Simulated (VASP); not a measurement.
# Ru (P6_3/mmc) in VASP: further runs

Ru is run at these levels: PBEsol; tasks: single point.

All numbers are computed with VASP 6.6.1; they aren't measurements. Logs are shortened: lines on timing, memory, paths and dates and some standing lists are left out, and cuts for length are marked.

## 1. The cell of the first run

It takes space group P6_3/mmc (No. 194, hexagonal). The conventional cell has a = 2.706 Å, b = 2.706 Å, c = 4.153 Å, α = 90.00°, β = 90.00°, γ = 120.00°. Within 3.4 Å of Ru (site symmetry -6m2) lie 12 Ru at 2.60 to 2.71 Å.

## 2. Single point, PBEsol (strain +0.000 along x and y, -0.030 along z)

INCAR

```
ALGO = Fast ; EDIFF = 1E-6
ENCUT = 520 ; GGA = PS
ISIF = 2 ; ISMEAR = 0
LASPH = T ; LCHARG = F
LREAL = F ; LWAVE = F
NBANDS = 21 ; NELM = 80
PREC = Accurate ; SIGMA = 0.15
```

KPOINTS

```
k-points
0
Gamma
  24 24 12
```

POSCAR

```
Ru
1.0
    2.7057993342      0.0000000000      0.0000000000
   -1.3528996671      2.3432909610      0.0000000000
    0.0000000000      0.0000000000      4.1534430000
Ru
2
Direct
    0.3333333333      0.6666666667      0.2500000000
    0.6666666667      0.3333333333      0.7500000000
```

Potentials or basis: VASP PAW PBE potentials, release 64 (Ru_pv).

Run with:

```console
cat potpaw_PBE.64/Ru_pv/POTCAR > POTCAR
mpirun -np 1 vasp_std > vasp.out
```

OUTCAR:

```text
EDIFF = 1E-6
   ENCUT = 520
   GGA = PS
   ISIF = 2
   ISMEAR = 0
   LASPH = T
   LREAL = F
   NELM = 80
   PREC = Accurate

 ion  position               nearest neighbor table
   1  0.333  0.667  0.250-   2 2.60   2 2.60   2 2.60   2 2.60   2 2.60   2 2.60
   2  0.667  0.333  0.750-   1 2.60   1 2.60   1 2.60   1 2.60   1 2.60   1 2.60

  LATTYP: Found a hexagonal cell.
 ALAT       =     2.7057993342
 C/A-ratio  =     1.5350151608

  Lattice vectors:

 A1 = (   2.7057993342,   0.0000000000,   0.0000000000)
 A2 = (  -1.3528996671,   2.3432909610,   0.0000000000)
 A3 = (   0.0000000000,   0.0000000000,   4.1534430000)

Analysis of symmetry for initial positions (statically):
=====================================================================
 Subroutine PRICEL returns:
 Original cell was already a primitive cell.

 Routine SETGRP: Setting up the symmetry group for a
 hexagonal supercell.

 Subroutine GETGRP returns: Found 24 space group operations
 (whereof 12 operations were pure point group operations)
 out of a pool of 24 trial point group operations.

The static configuration has the point symmetry D_3d.
 The point group associated with its full space group is D_6h.

Analysis of symmetry for dynamics (positions and initial velocities):
=====================================================================
 Subroutine PRICEL returns:
 Original cell was already a primitive cell.

 Routine SETGRP: Setting up the symmetry group for a
 hexagonal supercell.

 Subroutine GETGRP returns: Found 24 space group operations
 (whereof 12 operations were pure point group operations)
 out of a pool of 24 trial point group operations.

The dynamic configuration has the point symmetry D_3d.
 The point group associated with its full space group is D_6h.

 Subroutine INISYM returns: Found 24 space group operations
 (whereof 12 operations are pure point group operations),
 and found     1 'primitive' translations

----------------------------------------------------------------------------------------

                                     Primitive cell

  volume of cell :      26.3348

  direct lattice vectors                    reciprocal lattice vectors
     2.705799334  0.000000000  0.000000000     0.369576556  0.213375124  0.000000000
    -1.352899667  2.343290961  0.000000000     0.000000000  0.426750249  0.000000000
     0.000000000  0.000000000  4.153443000     0.000000000  0.000000000  0.240764108

  length of vectors
     2.705799334  2.705799334  4.153443000     0.426750249  0.426750249  0.240764108

  position of ions in fractional coordinates (direct lattice)
     0.333333333  0.666666667  0.250000000
     0.666666667  0.333333333  0.750000000

  ion indices of the primitive-cell ions
   primitive index   ion index
                 1           1
                 2           2

----------------------------------------------------------------------------------------

 KPOINTS: k-points

Automatic generation of k-mesh.
 Grid dimensions read from file:
 generate k-points for:   24   24   12

 Generating k-lattice:

  Cartesian coordinates                     Fractional coordinates (reciprocal lattice)
     0.015399023  0.008890630  0.000000000     0.041666667 -0.000000000  0.000000000
     0.000000000  0.017781260  0.000000000     0.000000000  0.041666667  0.000000000
     0.000000000  0.000000000  0.020063676     0.000000000  0.000000000  0.083333333

  Length of vectors
     0.017781260  0.017781260  0.020063676

  Shift w.r.t. Gamma in fractional coordinates (k-lattice)
     0.000000000  0.000000000  0.000000000

 Subroutine IBZKPT returns following result:
 ===========================================

 Found    427 irreducible k-points:

 Following reciprocal coordinates:
            Coordinates               Weight
  0.000000  0.000000  0.000000      1.000000
  0.041667  0.000000  0.000000      6.000000
  0.083333  0.000000  0.000000      6.000000
  0.125000  0.000000  0.000000      6.000000
  0.166667  0.000000  0.000000      6.000000
  0.208333  0.000000  0.000000      6.000000
[... 16 lines left out ...]
  0.416667  0.041667  0.000000     12.000000
  0.458333  0.041667  0.000000     12.000000
 [... further k-points ...]
   k-points           NKPTS =    427   k-points in BZ     NKDIM =    427   number of bands    NBANDS=     21
   number of dos      NEDOS =    301   number of ions     NIONS =      2
   total plane-waves  NPLWV =  12800
   dimension x,y,z NGX =    20 NGY =   20 NGZ =   32
   dimension x,y,z NGXF=    40 NGYF=   40 NGZF=   64
   ions per type =               2
   NGX,Y,Z   is equivalent  to a cutoff of  12.29, 12.29, 12.81 a.u.
   NGXF,Y,Z  is equivalent  to a cutoff of  24.58, 24.58, 25.62 a.u.
 SYSTEM =  unknown system
   PREC   = accura    normal or accurate (medium, high low for compatibility)
   ISTART =      0    job   : 0-new  1-cont  2-samecut
   ICHARG =      2    charge: 1-file 2-atom 10-const
   ISPIN  =      1    spin polarized calculation?
   LNONCOLLINEAR =      F non collinear calculations
   LSORBIT =      F    spin-orbit coupling
   LASPH  =      T    aspherical Exc in radial PAW
   ENCUT  =  520.0 eV  38.22 Ry    6.18 a.u.   5.03  5.03  7.72*2*pi/ulx,y,z
   NELM   =     80;   NELMIN=  2; NELMDL= -5     # of ELM steps
   EDIFF  = 0.1E-05   stopping-criterion for ELM
   LREAL  =      F    real-space projection
   EDIFFG = 0.1E-04   stopping-criterion for IOM
   NSW    =      0    number of steps for IOM
   IBRION =     -1    ionic relax: 0-MD 1-quasi-New 2-CG
   NFREE  =      0    steps in history (QN), initial steepest desc. (CG)
   ISIF   =      2    stress and relaxation
   ISYM   =      2    0-nonsym 1-usesym 2-fastsym
   POTIM  = 0.5000    time-step for ionic-motion
   TEBEG  =    0.0;   TEEND  =   0.0 temperature during run
   PSTRESS=    0.0 pullay stress
   NELECT =      28.0000    total number of electrons
   NUPDOWN=      -1.0000    fix difference up-down
   EMIN   =  10.00;   EMAX   =-10.00  energy-range for DOS
   EFERMI =   0.00;   METHOD = LEGACY
   ISMEAR =     0;   SIGMA  =   0.15  broadening in eV -4-tet -1-fermi 0-gaus
   EFERMI_NEDOS =   21; number of points for ismear=-14 and -15
   IALGO  =     68    algorithm
   IMIX   =      4    mixing-type and parameters
     AMIX     =   0.40;   BMIX     =  1.00
     AMIX_MAG =   1.60;   BMIX_MAG =  1.00
  volume/ion in A,a.u.               =      13.17        88.86
  Fermi-wavevector in a.u.,A,eV,Ry     =   1.670901  3.157546 37.986262  2.791911
  Thomas-Fermi vector in A             =   2.756318
   LORBIT       =      0    0 simple, 1 ext, 2 COOP (PROOUT), +10 PAW based schemes
   GGA     = PS    functional components
   LHFCALC =     F    Hartree Fock is set to
   AEXX    =    0.0000 exact exchange contribution
   IVDW    =     0    specifies the selected vdW correction
   LEPSILON=     F    determine dielectric tensor
   LRPA    =     F    only Hartree local field effects (RPA)
 non-spin polarized calculation
 RMM-DIIS sequential band-by-band and
 Gauss-broadening in eV      SIGMA  =   0.15
  energy-cutoff  :      520.00
  volume of cell :       26.33
 maximum number of plane-waves:       726
 NGX is ok and might be reduce to    20
   NGX =  9   NGY =  9   NGZ = 15

 number of electron      28.0000001 magnetization

 Free energy of the ion-electron system (eV)
  ---------------------------------------------------
  ext. energy  EPLUGINS =         0.00000000
  ---------------------------------------------------
  free energy    TOTEN  =       -20.32454072 eV

  energy without entropy =      -20.30685916  energy(sigma->0) =      -20.31569994

 E-fermi :  13.2872     XC(G=0): -14.4690

 val. band max:       13.2801949507   @ k =   0.2917   0.1667   0.2500
 cond. band min:      13.2891998898   @ k =   0.2500   0.0417   0.1667
 fundamental gap:      0.0090049391
 Fermi energy:        13.2872453262

 k-point     1 :       0.0000    0.0000    0.0000
  band No.  band energies     occupation
      1     -30.5062      2.00000
      2     -29.4649      2.00000
      3     -29.4649      2.00000
      4     -29.2452      2.00000
      5     -29.2452      2.00000
      6     -29.1553      2.00000
[... 13 lines left out ...]
     20      23.5105      0.00000
     21      24.3592      0.00000

 k-point     2 :       0.0417    0.0000    0.0000
  band No.  band energies     occupation
      1     -30.4995      2.00000
      2     -29.4777      2.00000
      3     -29.4696      2.00000
      4     -29.2589      2.00000
      5     -29.2467      2.00000
      6     -29.1589      2.00000
[... 13 lines left out ...]
     20      23.5104      0.00000
     21      24.3513      0.00000

 k-point     3 :       0.0833    0.0000    0.0000
  band No.  band energies     occupation
      1     -30.4797      2.00000
      2     -29.5154      2.00000
      3     -29.4832      2.00000
      4     -29.2986      2.00000
      5     -29.2510      2.00000
      6     -29.1696      2.00000
[... 13 lines left out ...]
     20      23.5104      0.00000
     21      24.3244      0.00000

 k-point     4 :       0.1250    0.0000    0.0000
  band No.  band energies     occupation
      1     -30.4474      2.00000
      2     -29.5754      2.00000
      3     -29.5043      2.00000
      4     -29.3611      2.00000
      5     -29.2583      2.00000
      6     -29.1875      2.00000
[... 13 lines left out ...]
     20      23.5104      0.00000
     21      24.2729      0.00000

 k-point     5 :       0.1667    0.0000    0.0000
  band No.  band energies     occupation
      1     -30.4037      2.00000
      2     -29.6538      2.00000
      3     -29.5313      2.00000
      4     -29.4413      2.00000
      5     -29.2684      2.00000
      6     -29.2124      2.00000
[... 13 lines left out ...]
     20      23.5102      0.00000
     21      24.1941      0.00000
[... 382 lines left out ...]
     20      23.8381      0.00000
     21      24.5004      0.00000

 k-point    22 :       0.3750    0.0417    0.0000
  band No.  band energies     occupation
      1     -30.1410      2.00000
      2     -30.0460      2.00000
      3     -29.9121      2.00000
      4     -29.6928      2.00000
      5     -29.4506      2.00000
      6     -29.3485      2.00000
[... 13 lines left out ...]
     20      24.7368      0.00000
     21      26.8184      0.00000

 k-point    23 :       0.4167    0.0417    0.0000
  band No.  band energies     occupation
      1     -30.1900      2.00000
      2     -29.9914      2.00000
      3     -29.9547      2.00000
      4     -29.7094      2.00000
      5     -29.4932      2.00000
      6     -29.3566      2.00000
[... 13 lines left out ...]
     20      25.4557      0.00000
     21      26.2338      0.00000

 k-point    24 :       0.4583    0.0417    0.0000
  band No.  band energies     occupation
      1     -30.2153      2.00000
      2     -29.9767      2.00000
      3     -29.9589      2.00000
      4     -29.7179      2.00000
      5     -29.5194      2.00000
      6     -29.3607      2.00000
[... 13 lines left out ...]
     20      25.8814      0.00000
     21      25.9080      0.00000

 [... further k-points ...]
[... 5 lines left out ...]
  --------------------------------------------------------------------------------------
  -------------------------------------------------------------------------------------
  Total        0.0290021      0.0290021      2.3498744     -0.0000000      0.0000000      0.0000000
  in kB        1.7644550      1.7644550    142.9635004     -0.0000000      0.0000000      0.0000000
  external PRESSURE =      48.8308035 kB  Pullay stress =       0.0000000 kB

 VOLUME and BASIS-vectors are now :
 -----------------------------------------------------------------------------
  energy-cutoff  :      520.00
  volume of cell :       26.33
      direct lattice vectors                 reciprocal lattice vectors
     2.705799334  0.000000000  0.000000000     0.369576556  0.213375124  0.000000000
    -1.352899667  2.343290961  0.000000000     0.000000000  0.426750249  0.000000000
     0.000000000  0.000000000  4.153443000     0.000000000  0.000000000  0.240764108

 POSITION                                       TOTAL-FORCE (eV/Angst)
 -----------------------------------------------------------------------------------
     -0.00000      1.56219      1.03836         0.000000      0.000000      0.000000
      1.35290      0.78110      3.11508        -0.000000      0.000000      0.000000
 -----------------------------------------------------------------------------------
    total drift:                               -0.000000      0.000000     -0.000000

  FREE ENERGIE OF THE ION-ELECTRON SYSTEM (eV)
  ---------------------------------------------------
  free  energy   TOTEN  =       -20.3245407186 eV

  energy  without entropy=      -20.3068591628  energy(sigma->0) =      -20.31569994
```

Run time: 71 s. Hardware: 1 thread of Intel Xeon 6975P-C (Granite Rapids), shared host; peak memory 0.28 GiB.

Results:

* Free energy: -20.3245 eV
* Pressure: 4.9 GPa
* Band gap on the k mesh: zero (band 14 reaches 14.83 eV, above the bottom of band 15 at 11.45 eV)

Caveat: the cell differs from its parent crystal (strain +0.000 along x and y, -0.030 along z); the PAW data sets were made with another functional, which shifts forces and pressure a little.

## 3. Single point, PBEsol (strain -0.015 along x and y, +0.000 along z)

INCAR

```
SYSTEM = Ru
PREC = Accurate
ENCUT = 520
EDIFF = 1E-7
ISMEAR = 0
SIGMA = 0.15
LREAL = .FALSE.
LASPH = .TRUE.
NELM = 80
ALGO = Fast
ISIF = 2
LWAVE = .FALSE.
LCHARG = .FALSE.
GGA = PS
NBANDS = 21
```

KPOINTS

```
regular mesh
0
G
  24 24 12
  0 0 0
```

POSCAR

```
Ru
1.0
    2.6652123442      0.0000000000      0.0000000000
   -1.3326061721      2.3081415966      0.0000000000
    0.0000000000      0.0000000000      4.2819000000
Ru
2
Direct
    0.3333333333      0.6666666667      0.2500000000
    0.6666666667      0.3333333333      0.7500000000
```

Potentials or basis: VASP PAW PBE potentials, release 64 (Ru_pv).

Run with:

```console
cat potpaw_PBE.64/Ru_pv/POTCAR > POTCAR
mpirun -np 1 vasp_std > vasp.out
```

Run time: 80 s. Hardware: 1 thread of Intel Xeon 6975P-C (Granite Rapids), shared host; peak memory 0.29 GiB.

Results (log left out):

| Item | Value |
| --- | --- |
| Free energy | -20.3379 eV |
| Pressure | 3.9 GPa |
| Band gap on the k mesh | zero (band 14 reaches 14.98 eV, above the bottom of band 15 at 11.61 eV) |

Stress tensor (GPa, compression positive):
```
 6.88  0.00  0.00
 0.00  6.88  0.00
 0.00  0.00 -2.03
```

Levels at points of the mesh, in eV from the Fermi level:
| k point | band 11 | band 12 | band 13 | band 14 | band 15 | band 16 | band 17 | band 18 |
| --- | --- | --- | --- | --- | --- | --- | --- | --- |
| (0.00, 0.00, 0.00) | -2.71 | -2.05 | -2.05 | -1.35 | -1.35 | 1.08 | 1.24 | 1.24 |
| (0.50, 0.00, 0.00) | -2.28 | -1.84 | -1.69 | 1.60 | 1.95 | 2.00 | 4.25 | 6.35 |
| (0.00, 0.00, 0.50) | -2.86 | -2.86 | -2.86 | -2.86 | 0.56 | 0.56 | 0.56 | 0.56 |
| (0.50, 0.00, 0.50) | -1.07 | -1.07 | 0.44 | 0.44 | 1.84 | 1.84 | 3.48 | 3.48 |

Caveat: the cell differs from its parent crystal (strain -0.015 along x and y, +0.000 along z); the PAW data sets were made with another functional, which shifts forces and pressure a little.

## 4. Single point, PBEsol (strain +0.000 along x and y, -0.015 along z)

INCAR

```
SYSTEM = Ru
ALGO = Fast
EDIFF = 1E-6
ENCUT = 520
GGA = PS
ISIF = 2
ISMEAR = 0
LASPH = .TRUE.
LCHARG = .FALSE.
LREAL = .FALSE.
LWAVE = .FALSE.
NBANDS = 21
NELM = 80
PREC = Accurate
SIGMA = 0.15
```

KPOINTS

```
k-points
0
G
  24 24 12
  0 0 0
```

POSCAR

```
Ru
1.0
    2.7057993342      0.0000000000      0.0000000000
   -1.3528996671      2.3432909610      0.0000000000
    0.0000000000      0.0000000000      4.2176715000
Ru
2
Direct
    0.3333333333      0.6666666667      0.2500000000
    0.6666666667      0.3333333333      0.7500000000
```

Run with:

```console
cat potpaw_PBE.64/Ru_pv/POTCAR > POTCAR
mpirun -np 1 vasp_std > vasp.out
```

It took 69 s on 1 thread of Intel Xeon 6975P-C (Granite Rapids), shared host; peak memory 0.28 GiB.

The run converged. Its results:

```
Free energy            : -20.3462 eV
Pressure               : -1.1 GPa
Band gap on the k mesh : zero (band 14 reaches 14.57 eV, above the bottom of band 15 at 11.28 eV)
```

Stress tensor (GPa, compression positive):
```
-2.99  0.00  0.00
 0.00 -2.99  0.00
 0.00  0.00  2.80
```

Levels at points of the mesh, in eV from the Fermi level:
| k point | band 11 | band 12 | band 13 | band 14 | band 15 | band 16 | band 17 | band 18 |
| --- | --- | --- | --- | --- | --- | --- | --- | --- |
| (0.00, 0.00, 0.00) | -2.36 | -1.96 | -1.96 | -1.56 | -1.56 | 1.20 | 1.20 | 1.42 |
| (0.50, 0.00, 0.00) | -2.05 | -1.92 | -1.50 | 1.36 | 1.83 | 2.03 | 4.09 | 6.14 |
| (0.00, 0.00, 0.50) | -2.91 | -2.91 | -2.72 | -2.72 | 0.56 | 0.56 | 0.56 | 0.56 |
| (0.50, 0.00, 0.50) | -1.16 | -1.16 | 0.41 | 0.41 | 1.65 | 1.65 | 3.39 | 3.39 |

Caveat: the cell differs from its parent crystal (strain +0.000 along x and y, -0.015 along z); the PAW data sets were made with another functional, which shifts forces and pressure a little.

(Continued in part 2 of 2.)
